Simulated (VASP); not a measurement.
Wanted: the native input for a VASP 6.6.1 run.

```
Task                   : single point
Functional             : PBE
Potentials or basis    : VASP PAW PBE potentials, release 64 (Mg, O)
Cutoff                 : 520 eV
k mesh                 : 10 × 10 × 10
Occupations            : gaussian, width 0.05 eV
Spin                   : no spin polarisation
Dipole correction      : no
Further INCAR settings : ALGO = Normal; EDIFF = 1e-07; NBANDS = 11
```

The structure of MgO lies in POSCAR:

```
MgO
1.0
    0.0000000000      2.1351500000      2.1351500000
    2.1351500000      0.0000000000      2.1351500000
    2.1351500000      2.1351500000      0.0000000000
Mg O
1 1
Direct
    0.0000000000      0.0000000000      0.0000000000
    0.5204903637      0.5204903637      0.4795096363
```

This cell differs from its parent crystal: all O atoms moved +0.087 Å, as atom 2 along Cartesian [0 0 1].

The input as run:

INCAR

```
SYSTEM = MgO
  ALGO = Normal
  EDIFF = 1E-7
  ENCUT = 520
  GGA = PE
  ISIF = 2
  ISMEAR = 0
  LASPH = .TRUE.
  LCHARG = .TRUE.
  LELF = .TRUE.
  LREAL = .FALSE.
  LVHAR = .TRUE.
  LWAVE = .FALSE.
  NBANDS = 11
  NELM = 60
  PREC = Accurate
  SIGMA = 0.05
```

KPOINTS

```
k-points
0
G
  10 10 10
  0 0 0
```

Potentials or basis: VASP PAW PBE potentials, release 64 (Mg, O).

Command:

```console
$ cat potpaw_PBE.64/Mg/POTCAR potpaw_PBE.64/O/POTCAR > POTCAR
$ mpirun -np 1 vasp_std > vasp.out
```

Results of the run:

```yaml
Pressure: -1.8 GPa
Largest_force: 0.418 eV/Å
Band_gap_on_the_k_mesh: 4.33 eV, direct
```

Caveat: the cell differs from its parent crystal (all O atoms moved +0.087 Å, as atom 2 along Cartesian [0 0 1]).

It took 15 s on 1 thread of Intel(R) Xeon(R) 6975P-C (Granite Rapids), with other jobs on the host, peak memory 0.15 GiB.
